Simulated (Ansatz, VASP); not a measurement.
Two plane-wave programs on W4C5

```
CELL_PARAMETERS angstrom
2.92177 0.00000 0.00000
-1.46089 2.53033 0.00000
0.00000 0.00000 26.38831
ATOMIC_POSITIONS crystal
C 0.66667 0.33333 0.28422
C 0.66667 0.33333 0.39211
C 0.66667 0.33333 0.50000
C 0.66667 0.33333 0.60789
C 0.66667 0.33333 0.71578
W 0.00000 0.00000 0.33816
W 0.00000 0.00000 0.44605
W 0.00000 0.00000 0.55395
W 0.00000 0.00000 0.66184
```

Alike in both runs: task single point; functional PBE; k mesh 2 × 2 × 1; occupations gaussian, width 0.1 eV; no spin polarisation.

```csv
,VASP,Ansatz
version,VASP 6.6.1,Ansatz 0.2.0
potentials or method,"VASP PAW PBE potentials, release 64 (C, W_sv), cutoff 520 eV","scalar-relativistic, plane waves, PAW"
valence electrons in the cell,76,76
```

```csv
,VASP,Ansatz,Ansatz less VASP
gap on the k mesh at the Fermi level (eV),none,none,-
rms of the force components (eV/Å),1.523,1.529,+0.0061
```

A gap of «none» marks a metal or a gap that the smearing closes.

The k mesh is coarse, so the values compare programs but aren't converged. Neither program's run includes spin-orbit coupling.
